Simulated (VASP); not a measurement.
# CsH: single point with r2SCAN

The system is CsH.

```
Cs H
1.0
     0.00000    2.93296    3.06048
     2.93296    0.00000    3.06048
     2.93296    2.93296    0.00000
Cs H
1 1
Direct
  0.00000 0.00000 0.00000
  0.50000 0.50000 0.50000
```

This cell differs from its parent crystal: strain -0.080 along x and y, -0.040 along z.

| Property | Result |
| --- | --- |
| Program | VASP 6.6.1 |
| Task | single point |
| Functional | r2SCAN |
| Potentials or basis | VASP PAW PBE potentials, release 64 (Cs_sv, H) |
| Cutoff | 520 eV |
| k mesh | 6 × 6 × 6 |
| Occupations | gaussian, width 0.05 eV |
| Spin | no spin polarisation |
| Dipole correction | no |
| Further INCAR settings | ALGO = Normal; EDIFF = 1e-06; NBANDS = 12 |

- Pressure: 3.2 GPa
- Band gap on the k mesh: 2.33 eV, direct

Stress tensor (GPa, compression positive):
```
3.89 0.00 0.00
0.00 3.89 0.00
0.00 0.00 1.82
```

Levels at points of the mesh, in eV from the valence-band top:
```csv
k point,band 1,band 2,band 3,band 4,band 5,band 6,band 7,band 8,band 9,band 10
"(0.00, 0.00, 0.00)",-22.31,-8.14,-8.08,-8.08,-2.12,5.42,5.67,5.67,6.78,7.95
"(0.50, 0.00, 0.00)",-22.12,-9.58,-8.31,-8.20,0.00,2.33,4.89,5.25,8.51,9.38
"(0.50, 0.50, 0.00)",-22.08,-9.37,-8.49,-8.49,-1.85,3.06,6.74,9.61,9.81,10.06
"(0.50, 0.00, 0.50)",-22.05,-9.32,-8.63,-8.58,-1.89,2.92,7.19,9.24,9.48,9.88
```

Wall time 42 s on 1 thread of AMD EPYC 9R45 96-Core Processor (Zen 5) (shared host), peak memory 0.16 GiB.

Caveat: the cell differs from its parent crystal (strain -0.080 along x and y, -0.040 along z); the PAW data sets were made with another functional, which shifts forces and pressure a little; spin-orbit coupling is left out, which moves the levels of the heavy elements. A k mesh can miss the band edges.
